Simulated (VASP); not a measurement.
Write the native input for VASP 6.6.1 that does the following.

* Task: single point
* Functional: LDA
* Potentials or basis: VASP PAW LDA potentials, release 64 (Ti_sv)
* Cutoff: 500 eV
* k mesh: 15 × 15 × 15
* Occupations: fermi-dirac, width 0.05 eV
* Spin: no spin polarisation
* Dipole correction: no
* Further INCAR settings: ALGO = Normal; EDIFF = 1e-06; NBANDS = 12

The structure of Ti lies in POSCAR:

```
Ti
1.0
    0.0000000000      2.0300000000      1.9691000000
    2.0300000000      0.0000000000      1.9691000000
    2.0300000000      2.0300000000      0.0000000000
Ti
1
Direct
    0.0000000000      0.0000000000      0.0000000000
```

This cell differs from its parent crystal: zz strain of -3 %.

These files were run (other wordings do the same):

INCAR

```
PREC = Accurate
ENCUT = 500
EDIFF = 1E-6
ISMEAR = -1
SIGMA = 0.05
LREAL = F
LASPH = T
NELM = 120
ALGO = Normal
ISIF = 2
LWAVE = F
LCHARG = F
GGA = CA
NBANDS = 12
GGA_COMPAT = F
```

KPOINTS

```
regular mesh
0
Gamma
  15 15 15
```

Potentials or basis: VASP PAW LDA potentials, release 64 (Ti_sv).

Command:

```sh
$ cat potpaw_LDA.64/Ti_sv/POTCAR > POTCAR
$ mpirun -np 1 vasp_std > vasp.out
```

It gave:

```yaml
Pressure: -1.7 GPa
Band_gap_on_the_k_mesh: zero (bands 6 and 7 overlap by 1.23 eV)
```

Caveat: the cell differs from its parent crystal (zz strain of -3 %).

Wall time 36 s on 1 thread of Intel(R) Xeon(R) Platinum 8259CL CPU @ 2.50GHz (Skylake/Cascade Lake) (shared host), peak memory 0.17 GiB.
